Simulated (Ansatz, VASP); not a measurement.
# One calculation of PbSe, two programs

```xyz
2
Lattice="0.0000 3.0621 3.0009 3.0621 0.0000 3.0009 3.0621 3.0621 0.0000" Properties=species:S:1:pos:R:3 pbc="T T T"
Pb    0.0000    0.0000    0.0000
Se    3.0621    3.0621    3.0009
```

Change from the starting cell: zz strain of -2 %.

Alike in both runs: task single point; functional PBEsol; k mesh 7 × 7 × 7; occupations fermi-dirac, width 0.02 eV; no spin polarisation.

```csv
,VASP,Ansatz
version,VASP 6.6.1,Ansatz 0.2.0
potentials or method,"VASP PAW PBE potentials, release 64 (Pb_d, Se), cutoff 520 eV","all-electron LAPW, scalar-relativistic"
```

|  | VASP | Ansatz | Ansatz less VASP |
| --- | --- | --- | --- |
| gap on the k mesh at the Fermi level (eV) | 0.80 | 0.80 | -0.001 |
| pressure (GPa) | 0.5 | 0.5 | +0.01 |
| traceless stress, the component that is largest in VASP (GPa) | 1.84 | 1.83 | -0.009 |

VASP's potentials were made for PBE, not for PBEsol. Ansatz ran all-electron here, and VASP with PAW potentials.

Neither program's run includes spin-orbit coupling.
